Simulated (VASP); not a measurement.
# Al2O3 (P-3m1) in VASP: vibrations by perturbation theory with PBE

Aim: the vibrations by perturbation theory of Al2O3 with PBE.

Everything below comes from runs of VASP 6.6.1. Logs are shortened: lines on timing, memory, paths and dates and some standing lists are left out, and cuts for length are marked.

### 1 The cell of the first run

The structure is trigonal, space group P-3m1 (No. 164). The conventional cell has a = 3.017 Å, b = 3.017 Å, c = 7.575 Å, α = 90.00°, β = 90.00°, γ = 120.00°. Within 2.2 Å of Al (site symmetry 3m) lie 4 O at 1.68 to 1.84 Å. O (site symmetry -3m) has 2 Al at 1.68 Å within 2.2 Å. Within 2.4 Å of O (site symmetry 3m) lie 3 Al at 1.84 Å.

### 2 Vibrations by perturbation theory, PBE

The input, INCAR:

```
SYSTEM = Al2O3
ALGO = Normal
EDIFF = 1E-8
ENCUT = 520
GGA = PE
IBRION = 8
ISIF = 2
ISMEAR = 0
LASPH = .TRUE.
LCHARG = .FALSE.
LEPSILON = .TRUE.
LREAL = .FALSE.
LWAVE = .FALSE.
NELM = 100
NSW = 1
PREC = Accurate
SIGMA = 0.01
```

The input, KPOINTS:

```
k-points
0
G
  10 10 4
  0 0 0
```

The input, POSCAR:

```
Al2O3
1.0
    3.0174825440      0.0000000000      0.0000000000
   -1.5087412720      2.6132165386      0.0000000000
    0.0000000000      0.0000000000      7.5746360022
Al O
2 3
Direct
    0.0000000000      0.0000000000      0.7220490000
    0.0000000000      0.0000000000      0.2779510000
    0.0000000000      0.0000000000      0.5000000000
    0.6666666667      0.3333333333      0.8005460000
    0.3333333333      0.6666666667      0.1994540000
```

Potentials or basis: VASP PAW PBE potentials, release 64 (Al, O).

Started as:

```
$ cat potpaw_PBE.64/Al/POTCAR potpaw_PBE.64/O/POTCAR > POTCAR
$ mpirun -np 1 vasp_std > vasp.out
```

OUTCAR:

```text
SYSTEM = Al2O3
   EDIFF = 1E-8
   ENCUT = 520
   GGA = PE
   IBRION = 8
   ISIF = 2
   ISMEAR = 0
   LASPH = .TRUE.
   LEPSILON = .TRUE.
   LREAL = .FALSE.
   NELM = 100
   NSW = 1
   PREC = Accurate

 ion  position               nearest neighbor table
   1  0.000  0.000  0.722-   3 1.68   4 1.84   4 1.84   4 1.84   2 3.36
   2  0.000  0.000  0.278-   3 1.68   5 1.84   5 1.84   5 1.84   1 3.36
   3  0.000  0.000  0.500-   1 1.68   2 1.68
   4  0.667  0.333  0.801-   1 1.84   1 1.84   1 1.84
   5  0.333  0.667  0.199-   2 1.84   2 1.84   2 1.84

  LATTYP: Found a hexagonal cell.
 ALAT       =     3.0174825440
 C/A-ratio  =     2.5102501478

  Lattice vectors:

 A1 = (   3.0174825440,   0.0000000000,   0.0000000000)
 A2 = (  -1.5087412720,   2.6132165386,   0.0000000000)
 A3 = (   0.0000000000,   0.0000000000,   7.5746360022)

Analysis of symmetry for initial positions (statically):
=====================================================================
 Subroutine PRICEL returns:
 Original cell was already a primitive cell.

 Routine SETGRP: Setting up the symmetry group for a
 hexagonal supercell.

 Subroutine GETGRP returns: Found 12 space group operations
 (whereof 12 operations were pure point group operations)
 out of a pool of 24 trial point group operations.

The static configuration has the point symmetry D_3d.

[... 764 lines left out ...]
 INTERNAL STRAIN TENSOR FOR ION    5 for displacements in x,y,z  (eV/Angst):
          X           Y           Z          XY          YZ          ZX
  --------------------------------------------------------------------------------
  x     0.00000     0.00000     0.00000     7.97946    -0.00000     8.97185
  y     7.97946    -7.97946    -0.00000     0.00000     8.96101     0.00000
  z     7.88145     7.88145     8.07353     0.00000    -0.00000     0.00000

 SECOND DERIVATIVES (NOT SYMMETRIZED)
 ------------------------------------
               1X          1Y          1Z          2X          2Y          2Z          3X          3Y          3Z          4X          4Y          4Z          5X          5Y          5Z
  1X   -12.387759    0.000000    0.000000   -0.011451    0.000000    0.000000   -0.198766    0.000000    0.000000   12.588944    0.000000    0.000000    0.009032    0.000000    0.000000
  1Y     0.000000  -12.387759    0.000000    0.000000   -0.011451    0.000000    0.000000   -0.198766    0.000000    0.000000   12.588944    0.000000    0.000000    0.009032    0.000000
  1Z     0.000000   -0.000000  -38.909083    0.000000   -0.000000    6.199541    0.000000   -0.000000   26.042836   -0.000000    0.000000    9.824289   -0.000000    0.000000   -3.157583
  2X    -0.011451    0.000000    0.000000  -12.387759    0.000000    0.000000   -0.198766    0.000000    0.000000    0.009032    0.000000    0.000000   12.588944    0.000000    0.000000
  2Y     0.000000   -0.011451    0.000000    0.000000  -12.387759    0.000000    0.000000   -0.198766    0.000000    0.000000    0.009032    0.000000    0.000000   12.588944    0.000000
  2Z     0.000000   -0.000000    6.199541    0.000000   -0.000000  -38.909083    0.000000   -0.000000   26.042836   -0.000000    0.000000   -3.157583   -0.000000    0.000000    9.824289
  3X    -0.193866    0.000000    0.000000   -0.193866    0.000000    0.000000   -0.705607    0.000000    0.000000    0.546670    0.000000    0.000000    0.546670    0.000000    0.000000
  3Y     0.000000   -0.193866    0.000000    0.000000   -0.193866    0.000000    0.000000   -0.705607    0.000000    0.000000    0.546670    0.000000    0.000000    0.546670    0.000000
  3Z     0.000000   -0.000000   26.226178   -0.000000   -0.000000   26.226178    0.000000    0.000000  -58.629917    0.000000   -0.000000    3.088781    0.000000   -0.000000    3.088781
  4X    12.593412    0.000000    0.000000    0.016447    0.000000    0.000000    0.545158   -0.000000    0.000000  -13.268138    0.000000    0.000000    0.113122    0.000000    0.000000
  4Y     0.000000   12.593412   -0.000000    0.000000    0.016447    0.000000    0.000000    0.545158    0.000000    0.000000  -13.268138    0.000000    0.000000    0.113122    0.000000
  4Z     0.000000    0.000000    9.728846    0.000000   -0.000000   -3.248530   -0.000000   -0.000000    3.277970    0.000000    0.000000  -11.680367   -0.000000    0.000000    1.922081
  5X     0.016447    0.000000    0.000000   12.593412    0.000000    0.000000    0.545158   -0.000000    0.000000    0.113122    0.000000    0.000000  -13.268138    0.000000    0.000000
  5Y     0.000000    0.016447    0.000000    0.000000   12.593412   -0.000000    0.000000    0.545158    0.000000    0.000000    0.113122    0.000000    0.000000  -13.268138    0.000000
  5Z     0.000000   -0.000000   -3.248530    0.000000    0.000000    9.728846   -0.000000   -0.000000    3.277970   -0.000000    0.000000    1.922081    0.000000    0.000000  -11.680367

 Eigenvectors and eigenvalues of the dynamical matrix
 ----------------------------------------------------

   1 f  =   33.534820 THz   210.705486 2PiTHz 1118.601176 cm-1   138.688808 meV
             X         Y         Z           dx          dy          dz
      0.000000  0.000000  5.469258    -0.000000   -0.000000    0.327182
      0.000000  0.000000  2.105378     0.000000   -0.000000    0.327182
      0.000000  0.000000  3.787318     0.000000   -0.000000   -0.886137
      1.508741  0.871072  6.063845     0.000000    0.000000    0.018237
     -0.000000  1.742144  1.510791    -0.000000   -0.000000    0.018237
[... 105 lines left out ...]
  15 f/i=    0.013432 THz     0.084394 2PiTHz    0.448033 cm-1     0.055549 meV
             X         Y         Z           dx          dy          dz
      0.000000  0.000000  5.469258     0.256097   -0.447248    0.000000
      0.000000  0.000000  2.105378     0.256097   -0.447248    0.000000
      0.000000  0.000000  3.787318     0.195166   -0.340838    0.000000
      1.508741  0.871072  6.063845     0.197050   -0.344129    0.000000
     -0.000000  1.742144  1.510791     0.197050   -0.344129    0.000000

--------------------------------------------------------------------------------------------------------

 MACROSCOPIC STATIC DIELECTRIC TENSOR IONIC CONTRIBUTION
 ------------------------------------------------------
          14.757702    -0.000000     0.000000
          -0.000000    14.757702     0.000000
           0.000000     0.000000     1.419726
 ------------------------------------------------------

 ELASTIC MODULI CONTR FROM IONIC RELAXATION (kBar)
 Direction    XX          YY          ZZ          XY          YZ          ZX
 --------------------------------------------------------------------------------
 XX        -725.7815    231.3695   -149.6234     -0.0000   -476.5849     -0.0000
 YY         231.3695   -725.7815   -149.6234      0.0000    476.5849      0.0000
 ZZ        -149.6234   -149.6234  -4897.5674     -0.0000      0.0000     -0.0000
 XY          -0.0000      0.0000     -0.0000   -478.5755     -0.0000   -428.6237
 YZ        -476.5849    476.5849      0.0000     -0.0000   -483.4505     -0.0000
 ZX          -0.0000      0.0000     -0.0000   -428.6237     -0.0000   -412.5122
 --------------------------------------------------------------------------------

 PIEZOELECTRIC TENSOR IONIC CONTR  for field in x, y, z        (C/m^2)
          XX          YY          ZZ          XY          YZ          ZX
  --------------------------------------------------------------------------------
  x     0.00000    -0.00000    -0.00000    -0.00000     0.00000     0.00000
  y     0.00000    -0.00000    -0.00000     0.00000     0.00000     0.00000
  z    -0.00000     0.00000     0.00000    -0.00000    -0.00000    -0.00000
```

OSZICAR:

```text
N       E                     dE             d eps       ncg     rms          rms(c)
DAV:   1     0.121529384135E+03    0.12153E+03   -0.12901E+04  1600   0.136E+03
DAV:   2    -0.350031846441E+02   -0.15653E+03   -0.15274E+03  2080   0.278E+02
DAV:   3    -0.417173232733E+02   -0.67141E+01   -0.67053E+01  2072   0.697E+01
[... 222 lines left out ...]
RMM:   7    -0.391776415824E+00   -0.41139E-04   -0.18887E-06  2734   0.727E-03    0.171E-03
RMM:   8    -0.391764919244E+00    0.11497E-04   -0.51996E-07  2733   0.270E-03    0.662E-04
RMM:   9    -0.391763927783E+00    0.99146E-06   -0.33853E-07  2749   0.142E-03    0.163E-04
RMM:  10    -0.391765159170E+00   -0.12314E-05   -0.10938E-08  2859   0.396E-04    0.536E-05
RMM:  11    -0.391765160457E+00   -0.12869E-08   -0.13702E-08  2861   0.128E-04    0.207E-05
 Linear response finished
```

stdout:

```text
POSCAR found type information on POSCAR AlO
 POSCAR found :  2 types and       5 ions
 scaLAPACK will be used
 LDA part: xc-table for (Slater+PW92), standard interpolation
 POSCAR, INCAR and KPOINTS ok, starting setup
 FFT: planning ... GRIDC
 FFT: planning ... GRID_SOFT
 FFT: planning ... GRID
 WAVECAR not read
[... 40 lines left out ...]
 first order change of Fermi-energy  -0.36370E-03
 force on displaced ion       3 direction 3 :   0.000   0.000 -58.630
 Born effective charge ion    3 direction 3 :   0.000   0.000  -1.964
 Linear response progress:
 first order change of Fermi-energy  -0.22588E-04
 force on displaced ion       4 direction 1 : -13.268   0.001   0.000
 Born effective charge ion    4 direction 1 :  -1.984   0.000   0.000
 Linear response progress:
 first order change of Fermi-energy  -0.14991E+01
 force on displaced ion       4 direction 3 :   0.000   0.000 -11.680
 Born effective charge ion    4 direction 3 :   0.000  -0.000  -1.287
 Born effective charges drift removed
 Linear response finished
```

Run time: 7.8 min. Hardware: 1 thread of Intel Xeon 6975P-C (Granite Rapids), shared host; peak memory 0.58 GiB.

What came out:

```yaml
Electronic_dielectric_tensor_diagonal: 3.03, 3.03, 2.68
Born_charges_mean_of_the_diagonal: Al +2.58; O -1.67, -1.75 e
Highest_phonon_frequency_at_Γ_LO-TO_splitting_left_out: 1119 cm⁻¹
```

Phonon frequencies in cm⁻¹ (negative: imaginary):
```
              q point                                           frequencies
(0.000, 0.000, 0.000)  0 0 0 60 60 117 117 374 491 589 589 590 590 739 1119
```

Electronic dielectric tensor:
```
3.03 0.00 0.00
0.00 3.03 0.00
0.00 0.00 2.68
```

Born effective charge tensors (e):
atom 1, Al
```
2.74 0.00 0.00
0.00 2.74 0.00
0.00 0.00 2.26
```
atom 2, Al
```
2.74 0.00 0.00
0.00 2.74 0.00
0.00 0.00 2.26
```
atom 3, O
```
-1.51  0.00  0.00
 0.00 -1.51  0.00
 0.00  0.00 -1.98
```
atom 4, O
```
-1.98  0.00  0.00
 0.00 -1.98  0.00
 0.00  0.00 -1.27
```
atom 5, O
```
-1.98  0.00  0.00
 0.00 -1.98  0.00
 0.00  0.00 -1.27
```
